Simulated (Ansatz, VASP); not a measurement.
**One calculation of CaC, two programs**

```
Ca C
1.0
     3.29594    0.00000    0.00000
     0.00000    3.29594    0.00000
     0.00000    0.00000    3.08436
Ca C
1 1
Direct
  0.50000 0.50000 0.50000
  0.00000 0.00000 0.00000
```

Alike in both runs: task relaxation of cell and atoms; functional PBE; k mesh 6 × 6 × 6; occupations gaussian, width 0.1 eV; no spin polarisation.

```csv
,VASP,Ansatz
version,VASP 6.6.1,Ansatz 0.2.0
potentials or method,"VASP PAW PBE potentials, release 64 (Ca_sv, C), cutoff 600 eV","scalar-relativistic, plane waves, PAW"
valence electrons in the cell,14,14
```

```csv
,VASP,Ansatz,Ansatz less VASP
"gap on the k mesh at the Fermi level, each at its own relaxed structure (eV)",none,none,-
relaxed volume (Å³/atom),15.14,15.11,-0.035
relaxed cell length with the largest relative difference (Å),2.991,2.998,+0.0075
```

A gap of «none» marks a metal or a gap that the smearing closes.
